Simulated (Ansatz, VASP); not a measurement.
# AlGaN2 in VASP and in Ansatz

```
Al Ga N
1.0
     3.11521    0.00000    0.00000
     0.00000    3.11521    0.00000
     0.00000    0.00000    4.38394
Al Ga N
1 1 2
Direct
  0.50000 0.50000 0.50000
  0.00000 0.00000 0.00000
  0.50000 0.00000 0.74007
  0.00000 0.50000 0.25993
```

Alike in both runs: functional LDA; k mesh 8 × 8 × 6; occupations gaussian, width 0.05 eV; no spin polarisation.

Ansatz relaxed the structure, and its values are those at the end. VASP's run is a single point on that final structure, the one shown.

|  | VASP | Ansatz |
| --- | --- | --- |
| version | VASP 6.6.1 | Ansatz 0.2.0 |
| potentials or method | VASP PAW LDA potentials, release 64 (Al, Ga_d, N), cutoff 520 eV | scalar-relativistic, plane waves, PAW |
| valence electrons in the cell | 26 | 26 |

Ansatz gave:

```
gap on the k mesh at the Fermi level (eV) : 3.06
least direct gap on the mesh (eV)         : 3.06
pressure (GPa)                            : 0.0
rms of the force components (eV/Å)        : 0.000
```

Question: Which values does VASP return?

Answer: gap on the k mesh at the Fermi level (eV): 3.07; least direct gap on the mesh (eV): 3.07; pressure (GPa): 0.9; rms of the force components (eV/Å): 0.014.

Ansatz warns that its potentials were made for another functional, while VASP's fit it. LDA's correlation is that of Perdew and Zunger in VASP and of Perdew and Wang (1992) in Ansatz. Ansatz's warnings: stress scf threshold loose.
